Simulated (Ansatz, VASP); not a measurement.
**ZnS in VASP and in Ansatz**

```
Zn S
1.0
    -3.84549    0.00000    0.00000
    -1.92275   -3.33029    0.00000
    -3.84569   -2.22031   12.61067
Zn S
4 4
Direct
  0.89574 0.89574 0.65636
  0.22909 0.22909 0.15636
  0.06240 0.06240 0.90636
  0.39575 0.39575 0.40636
  0.77088 0.77088 0.84364
  0.10423 0.10423 0.34364
  0.60424 0.60424 0.09364
  0.27089 0.27089 0.59364
```

Alike in both runs: task single point; functional PBE; k mesh 8 × 8 × 2; occupations gaussian, width 0.05 eV; no spin polarisation.

|  | VASP | Ansatz |
| --- | --- | --- |
| version | VASP 6.6.1 | Ansatz 0.2.0 |
| potentials or method | VASP PAW PBE potentials, release 64 (Zn, S), cutoff 520 eV | scalar-relativistic, plane waves, PAW |
| valence electrons in the cell | 72 | 72 |

|  | VASP | Ansatz | Ansatz less VASP |
| --- | --- | --- | --- |
| gap on the k mesh at the Fermi level (eV) | 1.13 | 1.13 | -0.001 |
| least direct gap on the mesh (eV) | 1.13 | 1.13 | -0.001 |
| pressure (GPa) | 0.0 | -0.2 | -0.14 |
| traceless stress, the component that is largest in VASP (GPa) | 2.50 | 2.53 | +0.021 |
| rms of the force components (eV/Å) | 0.107 | 0.108 | +0.0010 |

Atom by atom the forces differ by 0.004 eV/Å (rms over components). With one functional, cell and mesh, what is left measures potentials, basis and numerics.
